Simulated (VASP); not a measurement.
# AlO2 (Cmcm) in VASP: further runs

The runs below take AlO2 through single point, with PBE.

Program: VASP 6.6.1. These are calculated values, not measurements. Logs are shortened: lines on timing, memory, paths and dates and some standing lists are left out, and cuts for length are marked.

## (1) The cell of the first run

It takes space group Cmcm (No. 63, orthorhombic). The conventional cell has a = 2.976 Å, b = 10.806 Å, c = 3.647 Å, α = 90.00°, β = 90.00°, γ = 90.00°. Within 2.5 Å of Al (site symmetry m2m) lie 6 O at 1.87 to 2.02 Å. O (site symmetry m2m) has 4 Al at 1.87 to 2.02 Å and 5 O at 2.52 to 2.54 Å within 2.6 Å. O (site symmetry m2m) has 2 Al at 1.88 Å and 3 O at 2.25 to 2.52 Å within 2.6 Å.

## (2) Single point, PBE, collinear spin

Input file INCAR:

```
SYSTEM = AlO2
PREC = Accurate ; ENCUT = 600
EDIFF = 1E-6 ; ISMEAR = 0
SIGMA = 0.1 ; LREAL = .False.
LASPH = .True. ; NELM = 200
ALGO = Normal ; ISIF = 2
LWAVE = .False. ; LCHARG = .False.
ISPIN = 2 ; MAGMOM = 0 0 0 0 0.5 0.5
LORBIT = 11 ; GGA = PE
NBANDS = 28 ; GGA_COMPAT = .False.
KPAR = 4
```

Input file KPOINTS:

```
regular mesh
0
Gamma
  12 12 10
  0 0 0
```

Input file POSCAR:

```
AlO2
1.0
    1.4881620000     -5.4028330000      0.0000000000
    1.4881620000      5.4028330000      0.0000000000
    0.0000000000      0.0000000000      3.6466120000
Al O
2 4
Direct
    0.3318670000      0.6681330000      0.2500000000
    0.6681330000      0.3318670000      0.7500000000
    0.7058160000      0.2941840000      0.2500000000
    0.2941840000      0.7058160000      0.7500000000
    0.9389280000      0.0610720000      0.2500000000
    0.0610720000      0.9389280000      0.7500000000
```

Potentials or basis: VASP PAW PBE potentials, release 64 (Al, O).

Launch:

```console
$ cat potpaw_PBE.64/Al/POTCAR potpaw_PBE.64/O/POTCAR > POTCAR
$ mpirun -np 4 vasp_std > vasp.out
```

OUTCAR:

```text
SYSTEM = AlO2
   PREC = Accurate
   ENCUT = 600
   EDIFF = 1E-6
   ISMEAR = 0
   LREAL = .False.
   LASPH = .True.
   NELM = 200
   ISIF = 2
   ISPIN = 2
   LORBIT = 11
   GGA = PE

 ion  position               nearest neighbor table
   1  0.332  0.668  0.250-   4 1.87   4 1.87   5 1.88   5 1.88   3 2.02   3 2.02   2 2.94   2 2.94
                             2 2.94   2 2.94
   2  0.668  0.332  0.750-   3 1.87   3 1.87   6 1.88   6 1.88   4 2.02   4 2.02   1 2.94   1 2.94
                             1 2.94   1 2.94
   3  0.706  0.294  0.250-   2 1.87   2 1.87   1 2.02   1 2.02
   4  0.294  0.706  0.750-   1 1.87   1 1.87   2 2.02   2 2.02
   5  0.939  0.061  0.250-   1 1.88   1 1.88
   6  0.061  0.939  0.750-   2 1.88   2 1.88

  LATTYP: Found a base centered orthorhombic cell.
 ALAT       =     2.9763240000
 B/A-ratio  =     3.6305408954
 C/A-ratio  =     1.2252066643

  Lattice vectors:

 A1 = (   1.4881620000,  -5.4028330000,   0.0000000000)
 A2 = (   1.4881620000,   5.4028330000,   0.0000000000)
 A3 = (   0.0000000000,   0.0000000000,   3.6466120000)

Analysis of symmetry for initial positions (statically):
=====================================================================
 Subroutine PRICEL returns:
 Original cell was already a primitive cell.

 Routine SETGRP: Setting up the symmetry group for a
 base centered orthorhombic supercell.

 Subroutine GETGRP returns: Found  8 space group operations
 (whereof  4 operations were pure point group operations)
 out of a pool of  8 trial point group operations.

The static configuration has the point symmetry C_2h.
 The point group associated with its full space group is D_2h.

Analysis of symmetry for dynamics (positions and initial velocities):
=====================================================================
 Subroutine PRICEL returns:
 Original cell was already a primitive cell.

 Routine SETGRP: Setting up the symmetry group for a
 base centered orthorhombic supercell.

 Subroutine GETGRP returns: Found  8 space group operations
 (whereof  4 operations were pure point group operations)
 out of a pool of  8 trial point group operations.

The dynamic configuration has the point symmetry C_2h.
 The point group associated with its full space group is D_2h.

Analysis of structural, dynamic, and magnetic symmetry:
=====================================================================
 Subroutine PRICEL returns:
 Original cell was already a primitive cell.

 Routine SETGRP: Setting up the symmetry group for a
 base centered orthorhombic supercell.

 Subroutine GETGRP returns: Found  8 space group operations
 (whereof  4 operations were pure point group operations)
 out of a pool of  8 trial point group operations.

The overall configuration has the point symmetry C_2h.
 The point group associated with its full space group is D_2h.

 Subroutine INISYM returns: Found  8 space group operations
 (whereof  4 operations are pure point group operations),
 and found     1 'primitive' translations

----------------------------------------------------------------------------------------

                                     Primitive cell

  volume of cell :      58.6396

  direct lattice vectors                    reciprocal lattice vectors
     1.488162000 -5.402833000  0.000000000     0.335984926 -0.092544041  0.000000000
     1.488162000  5.402833000  0.000000000     0.335984926  0.092544041  0.000000000
     0.000000000  0.000000000  3.646612000     0.000000000  0.000000000  0.274227146

  length of vectors
     5.604036988  5.604036988  3.646612000     0.348497160  0.348497160  0.274227146

  position of ions in fractional coordinates (direct lattice)
     0.331867000  0.668133000  0.250000000
     0.668133000  0.331867000  0.750000000
     0.705816000  0.294184000  0.250000000
     0.294184000  0.705816000  0.750000000
     0.938928000  0.061072000  0.250000000
     0.061072000  0.938928000  0.750000000

  ion indices of the primitive-cell ions
   primitive index   ion index
                 1           1
[... 37 lines left out ...]
  0.250000  0.000000  0.000000      4.000000
  0.333333 -0.000000  0.000000      4.000000
  0.416667  0.000000  0.000000      4.000000
[... 16 lines left out ...]
  0.500000  0.166667  0.000000      4.000000
 -0.416667  0.166667  0.000000      4.000000
 [... further k-points ...]
   k-points           NKPTS =    258   k-points in BZ     NKDIM =    258   number of bands    NBANDS=     28
   number of dos      NEDOS =    301   number of ions     NIONS =      6
   total plane-waves  NPLWV =  69120
   dimension x,y,z NGX =    48 NGY =   48 NGZ =   30
   dimension x,y,z NGXF=    96 NGYF=   96 NGZF=   60
   ions per type =               2   4
   NGX,Y,Z   is equivalent  to a cutoff of  14.24, 14.24, 13.68 a.u.
   NGXF,Y,Z  is equivalent  to a cutoff of  28.48, 28.48, 27.35 a.u.
 SYSTEM =  AlO2
   PREC   = accura    normal or accurate (medium, high low for compatibility)
   ISTART =      0    job   : 0-new  1-cont  2-samecut
   ICHARG =      2    charge: 1-file 2-atom 10-const
   ISPIN  =      2    spin polarized calculation?
   LNONCOLLINEAR =      F non collinear calculations
   LSORBIT =      F    spin-orbit coupling
   LASPH  =      T    aspherical Exc in radial PAW
   ENCUT  =  600.0 eV  44.10 Ry    6.64 a.u.  11.19 11.19  7.28*2*pi/ulx,y,z
   NELM   =    200;   NELMIN=  2; NELMDL= -5     # of ELM steps
   EDIFF  = 0.1E-05   stopping-criterion for ELM
   LREAL  =      F    real-space projection
   EDIFFG = 0.1E-04   stopping-criterion for IOM
   NSW    =      0    number of steps for IOM
   IBRION =     -1    ionic relax: 0-MD 1-quasi-New 2-CG
   NFREE  =      0    steps in history (QN), initial steepest desc. (CG)
   ISIF   =      2    stress and relaxation
   ISYM   =      2    0-nonsym 1-usesym 2-fastsym
   POTIM  = 0.5000    time-step for ionic-motion
   TEBEG  =    0.0;   TEEND  =   0.0 temperature during run
   PSTRESS=    0.0 pullay stress
   NELECT =      30.0000    total number of electrons
   NUPDOWN=      -1.0000    fix difference up-down
   EMIN   =  10.00;   EMAX   =-10.00  energy-range for DOS
   EFERMI =   0.00;   METHOD = LEGACY
   ISMEAR =     0;   SIGMA  =   0.10  broadening in eV -4-tet -1-fermi 0-gaus
   EFERMI_NEDOS =   21; number of points for ismear=-14 and -15
   IALGO  =     38    algorithm
   IMIX   =      4    mixing-type and parameters
     AMIX     =   0.40;   BMIX     =  1.00
     AMIX_MAG =   1.60;   BMIX_MAG =  1.00
  volume/ion in A,a.u.               =       9.77        65.95
  Fermi-wavevector in a.u.,A,eV,Ry     =   1.309337  2.474288 23.325334  1.714364
  Thomas-Fermi vector in A             =   2.439943
   LORBIT       =     11    0 simple, 1 ext, 2 COOP (PROOUT), +10 PAW based schemes
   GGA     = PE    functional components
   LHFCALC =     F    Hartree Fock is set to
   AEXX    =    0.0000 exact exchange contribution
   IVDW    =     0    specifies the selected vdW correction
   LEPSILON=     F    determine dielectric tensor
   LRPA    =     F    only Hartree local field effects (RPA)
 spin polarized calculation
 Gauss-broadening in eV      SIGMA  =   0.10
  energy-cutoff  :      600.00
  volume of cell :       58.64
 maximum number of plane-waves:      1986
 NGX is ok and might be reduce to    48
   NGX = 23   NGY = 23   NGZ = 15

 number of electron      29.9999997 magnetization       1.9198007

 Free energy of the ion-electron system (eV)
  ---------------------------------------------------
  ext. energy  EPLUGINS =         0.00000000
  ---------------------------------------------------
  free energy    TOTEN  =       -39.90686707 eV

  energy without entropy =      -39.90310807  energy(sigma->0) =      -39.90498757

 E-fermi :   3.8170     XC(G=0): -10.7790

 val. band max:        3.8123132012   @ k =   0.5000   0.3333   0.3000
 cond. band min:       3.8180838017   @ k =   0.4167   0.4167   0.4000
 fundamental gap:      0.0057706005
 Fermi energy:         3.8170153640

 spin component 1

 k-point     1 :       0.0000    0.0000    0.0000
  band No.  band energies     occupation
      1     -15.5478      1.00000
      2     -13.7750      1.00000
      3     -13.2253      1.00000
      4     -12.4190      1.00000
      5      -2.0106      1.00000
      6      -0.7105      1.00000
[... 709 lines left out ...]
     26      19.4731      0.00000
     27      19.6426      0.00000

 [... further k-points ...]

 spin component 2

 k-point     1 :       0.0000    0.0000    0.0000
  band No.  band energies     occupation
      1     -15.1405      1.00000
      2     -12.7618      1.00000
      3     -12.3132      1.00000
      4     -11.8637      1.00000
      5      -1.8177      1.00000
      6      -0.0992      1.00000
[... 709 lines left out ...]
     26      19.6940      0.00000
     27      19.8145      0.00000

 [... further k-points ...]

 [bands above 27 left out]

------------------------ aborting loop because EDIFF is reached ----------------------------------------

  FORCE on cell =-STRESS in cart. coord.  units (eV):
  Direction    XX          YY          ZZ          XY          YZ          ZX
  --------------------------------------------------------------------------------------
  -------------------------------------------------------------------------------------
  Total       -0.1843312     -0.3442234     -0.2454447      0.0000000     -0.0000000      0.0000000
  in kB       -5.0363770     -9.4050177     -6.7061458      0.0000000     -0.0000000      0.0000000
  external PRESSURE =      -7.0491802 kB  Pullay stress =       0.0000000 kB

 VOLUME and BASIS-vectors are now :
 -----------------------------------------------------------------------------
  energy-cutoff  :      600.00
  volume of cell :       58.64
      direct lattice vectors                 reciprocal lattice vectors
     1.488162000 -5.402833000  0.000000000     0.335984926 -0.092544041  0.000000000
     1.488162000  5.402833000  0.000000000     0.335984926  0.092544041  0.000000000
     0.000000000  0.000000000  3.646612000     0.000000000  0.000000000  0.274227146

 POSITION                                       TOTAL-FORCE (eV/Angst)
 -----------------------------------------------------------------------------------
      1.48816      1.81679      0.91165         0.000000      0.011593      0.000000
      1.48816     -1.81679      2.73496         0.000000     -0.011593     -0.000000
      1.48816     -2.22398      0.91165         0.000000     -0.016760     -0.000000
      1.48816      2.22398      2.73496         0.000000      0.016760      0.000000
      1.48816     -4.74291      0.91165         0.000000      0.033754      0.000000
      1.48816      4.74291      2.73496         0.000000     -0.033754     -0.000000
 -----------------------------------------------------------------------------------
    total drift:                                0.000000     -0.000000     -0.000000

  FREE ENERGIE OF THE ION-ELECTRON SYSTEM (eV)
  ---------------------------------------------------
  free  energy   TOTEN  =       -39.9068670672 eV

  energy  without entropy=      -39.9031080744  energy(sigma->0) =      -39.90498757

 total charge

# of ion       s       p       d       tot
------------------------------------------
    1        0.310   0.389   0.000   0.698
    2        0.310   0.389   0.000   0.698
    3        1.551   3.596   0.000   5.148
    4        1.551   3.596   0.000   5.148
    5        1.582   3.313   0.000   4.895
    6        1.582   3.313   0.000   4.895
--------------------------------------------------
tot          6.885  14.596   0.000  21.481

 magnetization (x)

# of ion       s       p       d       tot
------------------------------------------
    1       -0.005  -0.002   0.000  -0.007
    2       -0.005  -0.002   0.000  -0.007
    3        0.002   0.096   0.000   0.098
    4        0.002   0.096   0.000   0.098
    5        0.023   0.704   0.000   0.727
    6        0.023   0.704   0.000   0.727
--------------------------------------------------
tot          0.040   1.596   0.000   1.635
```

It took 5.2 min on 4 MPI ranks of Intel Xeon Platinum 8259CL at 2.50GHz (Skylake/Cascade Lake), shared host; peak memory 0.79 GiB.

What came out:

| Item | Value |
| --- | --- |
| Free energy | -39.9069 eV |
| Pressure | -0.7 GPa |
| Largest force | 0.034 eV/Å |
| Net moment | 1.92 μB per cell |
| Site moments | Al -0.01; O +0.10, +0.73 (each value once) μB |
| Valence electrons inside the program's atomic spheres | Al 0.70; O 5.15, 4.89 (each value once) |

Forces in eV/Å, atoms in the order of the input:
```
Al   0.000  0.012  0.000
Al   0.000 -0.012  0.000
O    0.000 -0.017  0.000
O    0.000  0.017  0.000
O    0.000  0.034  0.000
O    0.000 -0.034  0.000
```

## (3) Single point, PBE, collinear spin

Input file INCAR:

```
SYSTEM = AlO2
PREC     = Accurate       ! precision mode
ENCUT    = 600            ! plane-wave cutoff, eV
EDIFF    = 1E-6           ! SCF threshold, eV
ISMEAR   = 0              ! smearing method
SIGMA    = 0.1            ! smearing width, eV
LREAL    = .False.        ! projectors in reciprocal space
LASPH    = .True.         ! aspherical terms in the spheres
NELM     = 200            ! most SCF steps
ALGO     = Normal         ! electronic algorithm
ISIF     = 2              ! what is computed and relaxed
LWAVE    = .False.        ! write WAVECAR
LCHARG   = .False.        ! write CHGCAR
ISPIN    = 2              ! spin polarisation
MAGMOM   = 0 0 0 0 1 -1   ! initial moments
LORBIT   = 11             ! projections on sites
GGA      = PE             ! functional
NBANDS   = 28             ! bands
GGA_COMPAT= .False.      
KPAR     = 4
```

Input file KPOINTS:

```
Automatic mesh
0
Gamma
  12 12 10
  0 0 0
```

POSCAR is that of step 2.

Potentials or basis: VASP PAW PBE potentials, release 64 (Al, O).

Launch:

```console
$ cat potpaw_PBE.64/Al/POTCAR potpaw_PBE.64/O/POTCAR > POTCAR
$ mpirun -np 4 vasp_std > vasp.out
```

It took 7.3 min on 4 MPI ranks of Oxide Virtual Turin-like, shared host; peak memory 0.77 GiB.

Results (log left out):

```
Free energy                                           : -39.6599 eV
Pressure                                              : -0.5 GPa
Largest force                                         : 0.877 eV/Å
Band gap on the k mesh                                : zero (filled and empty bands overlap)
Net moment                                            : 0.00 μB per cell
Site moments                                          : Al -0.01, +0.01; O -0.06, +0.06, +0.22, -0.22 μB
Valence electrons inside the program's atomic spheres : Al 0.70; O 5.15, 4.89 (each value once)
```

Forces on the atoms (eV/Å):
```
Al   0.000  0.081  0.000
Al   0.000 -0.081  0.000
O    0.000  0.228  0.000
O    0.000 -0.228  0.000
O    0.000 -0.877  0.000
O    0.000  0.877  0.000
```

Stress tensor (GPa, compression positive):
```
-1.65  0.00  0.00
 0.00  0.33  0.00
 0.00  0.00 -0.22
```

Levels at points of the mesh, in eV from the Fermi level:
Spin up:
```
           k point  band 11  band 12  band 13  band 14  band 15  band 16  band 17  band 18  band 19  band 20
(0.00, 0.00, 0.00)    -2.16    -1.78    -1.38    -0.37     0.12     0.15     5.93     8.50     9.95    10.83
(0.50, 0.00, 0.00)    -2.80    -2.47    -1.73    -1.04    -0.50     0.07     9.93    10.06    11.51    11.52
(0.50, 0.50, 0.00)    -1.71    -1.63    -1.53    -1.39    -0.37     0.11     7.39     7.65     8.97    12.19
(0.00, 0.00, 0.50)    -1.73    -1.72    -1.14    -0.85    -0.64     0.23     8.66     8.71     9.67     9.80
(0.50, 0.00, 0.50)    -2.57    -2.10    -1.23    -1.16    -0.25     0.62    10.23    10.28    11.73    11.76
(0.50, 0.50, 0.50)    -2.19    -2.09    -1.64    -1.63    -0.06     0.79     8.86     8.89     9.93    10.00
```
Spin down:
```tsv
k point	band 13	band 14	band 15	band 16	band 17	band 18
(0.00, 0.00, 0.00)	-1.38	-0.37	0.12	0.15	5.93	8.50
(0.50, 0.00, 0.00)	-1.73	-1.04	-0.50	0.07	9.93	10.06
(0.50, 0.50, 0.00)	-1.53	-1.39	-0.37	0.11	7.39	7.65
(0.00, 0.00, 0.50)	-1.14	-0.85	-0.64	0.23	8.66	8.71
(0.50, 0.00, 0.50)	-1.23	-1.16	-0.25	0.62	10.23	10.28
(0.50, 0.50, 0.50)	-1.64	-1.63	-0.06	0.79	8.86	8.89
```

## (4) Single point, PBE, collinear spin

Input file INCAR:

```
ALGO = Normal
EDIFF = 1E-6
ENCUT = 600
GGA = PE
GGA_COMPAT = False
ISIF = 2
ISMEAR = 0
ISPIN = 2
KPAR = 4
LASPH = True
LCHARG = False
LORBIT = 11
LREAL = False
LWAVE = False
MAGMOM = 0 0 0 0 1 1
NBANDS = 28
NELM = 200
PREC = Accurate
SIGMA = 0.1
```

Input file KPOINTS:

```
k-points
0
Gamma
  12 12 10
```

Input file POSCAR:

```
AlO2
1.0
    1.4877700826     -5.3941950577      0.0000000000
    1.4877700826      5.3941950577      0.0000000000
    0.0000000000      0.0000000000      3.6488193102
Al O
2 4
Direct
    0.3316316903      0.6683683097      0.2500000000
    0.6683683097      0.3316316903      0.7500000000
    0.7058240762      0.2941759238      0.2500000000
    0.2941759238      0.7058240762      0.7500000000
    0.9386978883      0.0613021117      0.2500000000
    0.0613021117      0.9386978883      0.7500000000
```

Launch:

```console
$ cat potpaw_PBE.64/Al/POTCAR potpaw_PBE.64/O/POTCAR > POTCAR
$ mpirun -np 4 vasp_std > vasp.out
```

Wall time 11 min (4 MPI ranks of Oxide Virtual Turin-like, shared host); peak memory 0.77 GiB.

Results (log left out):

| Property | Result |
| --- | --- |
| Free energy | -39.9070 eV |
| Pressure | -0.4 GPa |
| Largest force | 0.009 eV/Å |
| Net moment | 1.92 μB per cell |
| Site moments | Al -0.01; O +0.10, +0.73 (each value once) μB |
| Valence electrons inside the program's atomic spheres | Al 0.70; O 5.15, 4.90 (each value once) |

Forces in eV/Å, atoms in the order of the input:
```
Al   0.000 -0.009  0.000
Al   0.000  0.009  0.000
O    0.000 -0.004  0.000
O    0.000  0.004  0.000
O    0.000 -0.008  0.000
O    0.000  0.008  0.000
```

Stress tensor (GPa, compression positive):
```
-0.23  0.00  0.00
 0.00 -0.41  0.00
 0.00  0.00 -0.53
```

Levels at points of the mesh, in eV from the Fermi level:
Spin up:
```
           k point  band 13  band 14  band 15  band 16  band 17  band 18  band 19  band 20
(0.00, 0.00, 0.00)    -1.38    -0.42    -0.25    -0.20     6.09     8.74    10.13    11.00
(0.50, 0.00, 0.00)    -1.84    -1.04    -0.81    -0.72    10.13    10.28    11.67    11.73
(0.50, 0.50, 0.00)    -1.61    -1.38    -0.64    -0.20     7.54     7.77     9.18    12.41
(0.00, 0.00, 0.50)    -1.06    -1.06    -0.79    -0.79     8.84     8.84     9.89     9.89
(0.50, 0.00, 0.50)    -1.11    -1.11    -0.36    -0.36    10.46    10.46    11.91    11.91
(0.50, 0.50, 0.50)    -1.51    -1.51    -0.11    -0.11     9.02     9.02    10.14    10.14
```
Spin down:
```
           k point  band 12  band 13  band 14  band 15  band 16  band 17
(0.00, 0.00, 0.00)    -1.11    -0.84    -0.06     0.92     1.30     6.35
(0.50, 0.00, 0.00)    -1.36    -1.28    -0.46     0.28     1.32    10.29
(0.50, 0.50, 0.00)    -0.84    -0.79    -0.71    -0.05     1.34     7.77
(0.00, 0.00, 0.50)    -1.33    -0.35    -0.35     0.93     0.93     9.10
(0.50, 0.00, 0.50)    -1.65    -0.75    -0.75     1.32     1.32    10.59
(0.50, 0.50, 0.50)    -1.67    -1.23    -1.23     1.46     1.46     9.32
```
